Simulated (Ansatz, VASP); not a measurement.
# Two plane-wave programs on ZrB2

File INCAR:

```
PREC = Accurate
ENCUT = 520
EDIFF = 1E-6
ISMEAR = -1
SIGMA = 0.05
LREAL = F
LASPH = T
NELM = 80
ALGO = Normal
ISIF = 2
LWAVE = F
LCHARG = F
NBANDS = 16
```

Contents of KPOINTS:

```
regular mesh
0
Gamma
  10 10 8
```

File POSCAR:

```
ZrB2
1.0
    3.1700000000      0.0000000000      0.0000000000
   -1.5850000000      2.7453005300      0.0000000000
    0.0000000000      0.0000000000      3.5330000000
Zr B
1 2
Direct
    0.0000000000      0.0000000000      0.0000000000
    0.6666666667      0.3333333333      0.5000000000
    0.3333333333      0.6666666667      0.5000000000
```

Contents of input.yaml:

```yaml
crystal:
  lattice:
    - [3.17, 0.0, 0.0]
    - [-1.585, 2.74530053, 0.0]
    - [0.0, 0.0, 3.533]
  atoms:
    - { symbol: Zr, position: [0.0, 0.0, 0.0] }
    - { symbol: B, position: [0.6666666667, 0.3333333333, 0.5] }
    - { symbol: B, position: [0.3333333333, 0.6666666667, 0.5] }
hamiltonian:
  xc: lda
  pseudopotentials: { kind: paw }
kpoints:
  mp_grid: { grid: [10, 10, 8] }
  band_path:
    path:
      - [[0.0, 0.0, 0.0], [0.5, 0.0, 0.0], [0.3333333333, 0.3333333333, 0.0], [0.0, 0.0, 0.0], [0.0, 0.0, 0.5], [0.5, 0.0, 0.5], [0.3333333333, 0.3333333333, 0.5], [0.0, 0.0, 0.5]]
      - [[0.5, 0.0, 0.5], [0.5, 0.0, 0.0]]
      - [[0.3333333333, 0.3333333333, 0.0], [0.3333333333, 0.3333333333, 0.5]]
    npoints: 14
scf:
  occupations: { method: fermi_dirac, width: 0.05 }
  n_extra_bands: 7
output:
  forces: true
  stress: true
  eigenvalues: true
  fatbands: true
```

Alike in both runs: functional LDA; k mesh 10 × 10 × 8; occupations fermi-dirac, width 0.05 eV; no spin polarisation.

|  | VASP | Ansatz |
| --- | --- | --- |
| version | VASP 6.6.1 | Ansatz 0.2.0 |
| potentials or method | VASP PAW LDA potentials, release 64 (Zr_sv, B) | Ansatz PAW |
| plane-wave cutoff (eV) | 520 | 420 |
| valence electrons in the cell | 18 | 18 |
| task | single point | band structure |

```csv
,VASP,Ansatz,Ansatz less VASP
gap on the k mesh at the Fermi level (eV),none,none,-
pressure (GPa),-8.3,-8.8,-0.45
"traceless stress, the component that is largest in VASP (GPa)",0.62,0.59,-0.035
```

LDA's correlation is that of Perdew and Zunger in VASP and of Perdew and Wang (1992) in Ansatz. A gap of «none» marks a metal or a gap that the smearing closes.
